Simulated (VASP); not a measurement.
Input of a VASP 6.6.1 run:

INCAR

```
SYSTEM = As
  ALGO = Normal
  EDIFF = 1E-6
  ENCUT = 510
  GGA = PS
  GGA_COMPAT = .False.
  ISIF = 2
  ISMEAR = 0
  LASPH = .True.
  LCHARG = .True.
  LELF = .True.
  LREAL = .False.
  LVHAR = .True.
  LWAVE = .False.
  NBANDS = 22
  NELM = 120
  PREC = Accurate
  SIGMA = 0.05
```

File KPOINTS:

```
k-points
0
Gamma
  14 14 14
  0 0 0
```

Contents of POSCAR:

```
As
1.0
    1.8905716712      1.0915220633      3.3671202229
   -1.8905716712      1.0915220633      3.3671202229
    0.0000000000     -2.1830441266      3.3671202229
As
2
Direct
    0.2302001869      0.2302001869      0.2302001869
    0.7697998131      0.7697998131      0.7697998131
```

Potentials or basis: VASP PAW PBE potentials, release 64 (As_d).

Command:

```sh
$ cat potpaw_PBE.64/As_d/POTCAR > POTCAR
$ mpirun -np 1 vasp_std > vasp.out
```

Q: What does it give for the band gap on the k mesh?

A: Zero (bands 15 and 16 overlap by 0.43 eV).

Q: What does it give for the largest force?

A: 0.007 eV/Å.

Q: What does it give for the pressure?

A: 0.3 GPa.

Forces on the atoms (eV/Å):
```
As   0.000  0.000  0.007
As   0.000  0.000 -0.007
```

Caveat: the PAW data sets were made with another functional, which shifts forces and pressure a little.
